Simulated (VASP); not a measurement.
# CdS (Imm2) in VASP: single point with PBE

Aim: the single point of CdS with PBE.

Program: VASP 6.6.1. These are calculated values, not measurements. Logs are shortened: lines on timing, memory, paths and dates and some standing lists are left out, and cuts for length are marked.

**1. The cell of the first run**

The structure is orthorhombic, space group Imm2 (No. 44). Conventional cell: a = 4.115 Å, b = 4.115 Å, c = 5.820 Å, α = 90.00°, β = 90.00°, γ = 90.00°. Within 3.2 Å of Cd (site symmetry mm2) lie 4 S at 2.44 to 2.61 Å. S (site symmetry mm2) has 4 Cd at 2.44 to 2.61 Å within 3.2 Å.

**2. Single point, PBE (one atom moved)**

Contents of INCAR:

```
SYSTEM = CdS
ALGO     = Normal         ! electronic algorithm
EDIFF    = 1E-6           ! SCF threshold, eV
ENCUT    = 520            ! plane-wave cutoff, eV
GGA      = PE             ! functional
ISIF     = 2              ! what is computed and relaxed
ISMEAR   = 0              ! smearing method
LASPH    = .True.         ! aspherical terms in the spheres
LCHARG   = .False.        ! write CHGCAR
LREAL    = .False.        ! projectors in reciprocal space
LWAVE    = .False.        ! write WAVECAR
NBANDS   = 16             ! bands
NELM     = 80             ! most SCF steps
PREC     = Accurate       ! precision mode
SIGMA    = 0.02           ! smearing width, eV
```

Contents of KPOINTS:

```
k-points
0
Gamma
  8 8 8
  0 0 0
```

Contents of POSCAR:

```
CdS
1.0
    0.0000000000      2.9100000000      2.9100000000
    2.9100000000      0.0000000000      2.9100000000
    2.9100000000      2.9100000000      0.0000000000
Cd S
1 1
Direct
    0.0000000000      0.0000000000      0.0000000000
    0.7757731959      0.7757731959      0.7242268041
```

Potentials or basis: VASP PAW PBE potentials, release 64 (Cd, S).

Run with:

```console
$ cat potpaw_PBE.64/Cd/POTCAR potpaw_PBE.64/S/POTCAR > POTCAR
$ mpirun -np 1 vasp_std > vasp.out
```

OUTCAR:

```text
SYSTEM = CdS
   EDIFF = 1E-6
   ENCUT = 520
   GGA = PE
   ISIF = 2
   ISMEAR = 0
   LASPH = .True.
   LREAL = .False.
   NELM = 80
   PREC = Accurate

 ion  position               nearest neighbor table
   1  0.000  0.000  0.000-   2 2.44   2 2.44   2 2.61   2 2.61
   2  0.776  0.776  0.724-   1 2.44   1 2.44   1 2.61   1 2.61

  LATTYP: Found a face centered cubic cell.
 ALAT       =     5.8200000000

  Lattice vectors:

 A1 = (   0.0000000000,   2.9100000000,   2.9100000000)
 A2 = (   2.9100000000,   0.0000000000,   2.9100000000)
 A3 = (   2.9100000000,   2.9100000000,   0.0000000000)

Analysis of symmetry for initial positions (statically):
=====================================================================
 Subroutine PRICEL returns:
 Original cell was already a primitive cell.

 Routine SETGRP: Setting up the symmetry group for a
 face centered cubic supercell.

 Subroutine GETGRP returns: Found  4 space group operations
 (whereof  4 operations were pure point group operations)
 out of a pool of 48 trial point group operations.

The static configuration has the point symmetry C_2v.

Analysis of symmetry for dynamics (positions and initial velocities):
=====================================================================
 Subroutine PRICEL returns:
 Original cell was already a primitive cell.

 Routine SETGRP: Setting up the symmetry group for a
 face centered cubic supercell.

 Subroutine GETGRP returns: Found  4 space group operations
 (whereof  4 operations were pure point group operations)
 out of a pool of 48 trial point group operations.

The dynamic configuration has the point symmetry C_2v.

 Subroutine INISYM returns: Found  4 space group operations
 (whereof  4 operations are pure point group operations),
 and found     1 'primitive' translations

----------------------------------------------------------------------------------------

                                     Primitive cell

  volume of cell :      49.2843

  direct lattice vectors                    reciprocal lattice vectors
     0.000000000  2.910000000  2.910000000    -0.171821306  0.171821306  0.171821306
     2.910000000  0.000000000  2.910000000     0.171821306 -0.171821306  0.171821306
     2.910000000  2.910000000  0.000000000     0.171821306  0.171821306 -0.171821306

  length of vectors
     4.115361467  4.115361467  4.115361467     0.297603232  0.297603232  0.297603232

  position of ions in fractional coordinates (direct lattice)
     0.000000000  0.000000000  0.000000000
     0.775773196  0.775773196  0.724226804

  ion indices of the primitive-cell ions
   primitive index   ion index
                 1           1
                 2           2

----------------------------------------------------------------------------------------

 KPOINTS: k-points

Automatic generation of k-mesh.
 Grid dimensions read from file:
 generate k-points for:    8    8    8

 Generating k-lattice:

  Cartesian coordinates                     Fractional coordinates (reciprocal lattice)
    -0.021477663  0.021477663  0.021477663     0.125000000  0.000000000  0.000000000
     0.021477663 -0.021477663  0.021477663     0.000000000  0.125000000  0.000000000
     0.021477663  0.021477663 -0.021477663     0.000000000  0.000000000  0.125000000

  Length of vectors
     0.037200404  0.037200404  0.037200404

  Shift w.r.t. Gamma in fractional coordinates (k-lattice)
     0.000000000  0.000000000  0.000000000

 Subroutine IBZKPT returns following result:
 ===========================================

 Found     95 irreducible k-points:

 Following reciprocal coordinates:
            Coordinates               Weight
  0.000000  0.000000  0.000000      1.000000
  0.125000  0.000000  0.000000      4.000000
  0.000000  0.000000  0.125000      4.000000
  0.250000  0.000000  0.000000      4.000000
  0.000000  0.000000  0.250000      4.000000
  0.375000  0.000000  0.000000      4.000000
[... 16 lines left out ...]
  0.125000  0.125000 -0.375000      4.000000
 -0.375000  0.125000  0.000000      4.000000
 [... further k-points ...]
   k-points           NKPTS =     95   k-points in BZ     NKDIM =     95   number of bands    NBANDS=     16
   number of dos      NEDOS =    301   number of ions     NIONS =      2
   total plane-waves  NPLWV =  32768
   dimension x,y,z NGX =    32 NGY =   32 NGZ =   32
   dimension x,y,z NGXF=    64 NGYF=   64 NGZF=   64
   ions per type =               1   1
   NGX,Y,Z   is equivalent  to a cutoff of  12.93, 12.93, 12.93 a.u.
   NGXF,Y,Z  is equivalent  to a cutoff of  25.85, 25.85, 25.85 a.u.
 SYSTEM =  CdS
   PREC   = accura    normal or accurate (medium, high low for compatibility)
   ISTART =      0    job   : 0-new  1-cont  2-samecut
   ICHARG =      2    charge: 1-file 2-atom 10-const
   ISPIN  =      1    spin polarized calculation?
   LNONCOLLINEAR =      F non collinear calculations
   LSORBIT =      F    spin-orbit coupling
   LASPH  =      T    aspherical Exc in radial PAW
   ENCUT  =  520.0 eV  38.22 Ry    6.18 a.u.   7.65  7.65  7.65*2*pi/ulx,y,z
   NELM   =     80;   NELMIN=  2; NELMDL= -5     # of ELM steps
   EDIFF  = 0.1E-05   stopping-criterion for ELM
   LREAL  =      F    real-space projection
   EDIFFG = 0.1E-04   stopping-criterion for IOM
   NSW    =      0    number of steps for IOM
   IBRION =     -1    ionic relax: 0-MD 1-quasi-New 2-CG
   NFREE  =      0    steps in history (QN), initial steepest desc. (CG)
   ISIF   =      2    stress and relaxation
   ISYM   =      2    0-nonsym 1-usesym 2-fastsym
   POTIM  = 0.5000    time-step for ionic-motion
   TEBEG  =    0.0;   TEEND  =   0.0 temperature during run
   PSTRESS=    0.0 pullay stress
   NELECT =      18.0000    total number of electrons
   NUPDOWN=      -1.0000    fix difference up-down
   EMIN   =  10.00;   EMAX   =-10.00  energy-range for DOS
   EFERMI =   0.00;   METHOD = LEGACY
   ISMEAR =     0;   SIGMA  =   0.02  broadening in eV -4-tet -1-fermi 0-gaus
   EFERMI_NEDOS =   21; number of points for ismear=-14 and -15
   IALGO  =     38    algorithm
   IMIX   =      4    mixing-type and parameters
     AMIX     =   0.40;   BMIX     =  1.00
     AMIX_MAG =   1.60;   BMIX_MAG =  1.00
  volume/ion in A,a.u.               =      24.64       166.29
  Fermi-wavevector in a.u.,A,eV,Ry     =   1.170207  2.211371 18.631605  1.369384
  Thomas-Fermi vector in A             =   2.306669
   LORBIT       =      0    0 simple, 1 ext, 2 COOP (PROOUT), +10 PAW based schemes
   GGA     = PE    functional components
   LHFCALC =     F    Hartree Fock is set to
   AEXX    =    0.0000 exact exchange contribution
   IVDW    =     0    specifies the selected vdW correction
   LEPSILON=     F    determine dielectric tensor
   LRPA    =     F    only Hartree local field effects (RPA)
 non-spin polarized calculation
 Gauss-broadening in eV      SIGMA  =   0.02
  energy-cutoff  :      520.00
  volume of cell :       49.28
 maximum number of plane-waves:      1363
   NGX = 15   NGY = 15   NGZ = 15

 number of electron      18.0000004 magnetization

 Free energy of the ion-electron system (eV)
  ---------------------------------------------------
  ext. energy  EPLUGINS =         0.00000000
  ---------------------------------------------------
  free energy    TOTEN  =        -6.05417981 eV

  energy without entropy =       -6.05417981  energy(sigma->0) =       -6.05417981

 E-fermi :   1.5235     XC(G=0):  -9.1807

 val. band max:        1.3928230038   @ k =   0.0000   0.0000   0.0000
 cond. band min:       2.5620376270   @ k =   0.0000   0.0000   0.0000
 fundamental gap:      1.1692146231
 Fermi energy:         1.5235369295

 k-point     1 :       0.0000    0.0000    0.0000
  band No.  band energies     occupation
      1     -11.0711      2.00000
      2      -6.5163      2.00000
      3      -6.3993      2.00000
      4      -6.3021      2.00000
      5      -5.9221      2.00000
      6      -5.9129      2.00000
[... 8 lines left out ...]
     15      12.8187      0.00000
     16      12.8695      0.00000

 k-point     2 :       0.1250    0.0000    0.0000
  band No.  band energies     occupation
      1     -11.0110      2.00000
      2      -6.4934      2.00000
      3      -6.3789      2.00000
      4      -6.2558      2.00000
      5      -5.9225      2.00000
      6      -5.9104      2.00000
[... 8 lines left out ...]
     15      12.2883      0.00000
     16      13.3980      0.00000

 k-point     3 :       0.0000    0.0000    0.1250
  band No.  band energies     occupation
      1     -11.0046      2.00000
      2      -6.4816      2.00000
      3      -6.3484      2.00000
      4      -6.2807      2.00000
      5      -5.9240      2.00000
      6      -5.9168      2.00000
[... 8 lines left out ...]
     15      12.2364      0.00000
     16      13.3835      0.00000

 k-point     4 :       0.2500    0.0000    0.0000
  band No.  band energies     occupation
      1     -10.8651      2.00000
      2      -6.4419      2.00000
      3      -6.3424      2.00000
      4      -6.0796      2.00000
      5      -5.9175      2.00000
      6      -5.8947      2.00000
[... 8 lines left out ...]
     15      12.0912      0.00000
     16      12.7024      0.00000
[... 324 lines left out ...]
 k-point    22 :       0.1250    0.0000    0.5000
  band No.  band energies     occupation
      1     -10.5971      2.00000
      2      -6.2421      2.00000
      3      -6.1979      2.00000
      4      -5.9214      2.00000
      5      -5.8882      2.00000
      6      -5.5404      2.00000
[... 8 lines left out ...]
     15      13.8867      0.00000
     16      13.9381      0.00000

 k-point    23 :       0.1250    0.1250   -0.3750
  band No.  band energies     occupation
      1     -10.6004      2.00000
      2      -6.2657      2.00000
      3      -6.1705      2.00000
      4      -5.9526      2.00000
      5      -5.8695      2.00000
      6      -5.5312      2.00000
[... 8 lines left out ...]
     15      13.5925      0.00000
     16      14.2006      0.00000

 k-point    24 :      -0.3750    0.1250    0.0000
  band No.  band energies     occupation
      1     -10.6604      2.00000
      2      -6.3660      2.00000
      3      -6.3064      2.00000
      4      -5.9096      2.00000
      5      -5.8972      2.00000
      6      -5.5617      2.00000
[... 8 lines left out ...]
     15      13.1362      0.00000
     16      14.3360      0.00000

 [... further k-points ...]

------------------------ aborting loop because EDIFF is reached ----------------------------------------

  FORCE on cell =-STRESS in cart. coord.  units (eV):
  Direction    XX          YY          ZZ          XY          YZ          ZX
  --------------------------------------------------------------------------------------
  -------------------------------------------------------------------------------------
  Total        1.3818500      1.3818500      1.1444068      1.1338149      0.0000000      0.0000000
  in kB       44.9223566     44.9223566     37.2033492     36.8590207      0.0000000      0.0000000
  external PRESSURE =      42.3493541 kB  Pullay stress =       0.0000000 kB

 VOLUME and BASIS-vectors are now :
 -----------------------------------------------------------------------------
  energy-cutoff  :      520.00
  volume of cell :       49.28
      direct lattice vectors                 reciprocal lattice vectors
     0.000000000  2.910000000  2.910000000    -0.171821306  0.171821306  0.171821306
     2.910000000  0.000000000  2.910000000     0.171821306 -0.171821306  0.171821306
     2.910000000  2.910000000  0.000000000     0.171821306  0.171821306 -0.171821306

 POSITION                                       TOTAL-FORCE (eV/Angst)
 -----------------------------------------------------------------------------------
      0.00000      0.00000      0.00000         0.000000      0.000000      0.793107
      4.36500      4.36500      4.51500        -0.000000     -0.000000     -0.793107
 -----------------------------------------------------------------------------------
    total drift:                                0.000000      0.000000      0.000014

  FREE ENERGIE OF THE ION-ELECTRON SYSTEM (eV)
  ---------------------------------------------------
  free  energy   TOTEN  =        -6.0541798062 eV

  energy  without entropy=       -6.0541798062  energy(sigma->0) =       -6.05417981
```

Wall time 42 s (1 thread of Intel Xeon 6975P-C, shared host); peak memory 0.22 GiB.

Results:

```
Free energy            : -6.0542 eV
Pressure               : 4.2 GPa
Largest force          : 0.793 eV/Å
Band gap on the k mesh : 1.17 eV, direct
```

Forces on the atoms (eV/Å):
```
Cd   0.000  0.000  0.793
S    0.000  0.000 -0.793
```

Stress tensor (GPa, compression positive):
```
4.49 3.69 0.00
3.69 4.49 0.00
0.00 0.00 3.72
```

Levels at points of the mesh, in eV from the valence-band top:
| k point | band 5 | band 6 | band 7 | band 8 | band 9 | band 10 | band 11 | band 12 | band 13 | band 14 |
| --- | --- | --- | --- | --- | --- | --- | --- | --- | --- | --- |
| (0.00, 0.00, 0.00) | -7.31 | -7.31 | -0.10 | -0.01 | 0.00 | 1.17 | 6.52 | 6.53 | 6.62 | 11.36 |
| (0.50, 0.00, 0.00) | -7.25 | -6.90 | -4.28 | -0.88 | -0.56 | 2.90 | 6.61 | 7.23 | 7.39 | 11.10 |
| (0.00, 0.00, 0.50) | -7.26 | -6.94 | -4.63 | -0.99 | -0.69 | 3.13 | 6.77 | 7.39 | 7.55 | 11.01 |
| (0.50, 0.50, 0.00) | -7.23 | -6.85 | -3.96 | -1.94 | -1.90 | 3.44 | 4.42 | 9.22 | 10.60 | 11.04 |
| (0.00, 0.50, 0.50) | -7.22 | -6.86 | -4.02 | -1.92 | -1.88 | 3.49 | 4.32 | 9.23 | 10.80 | 10.86 |

Caveat: the cell differs from its parent crystal (one atom moved).
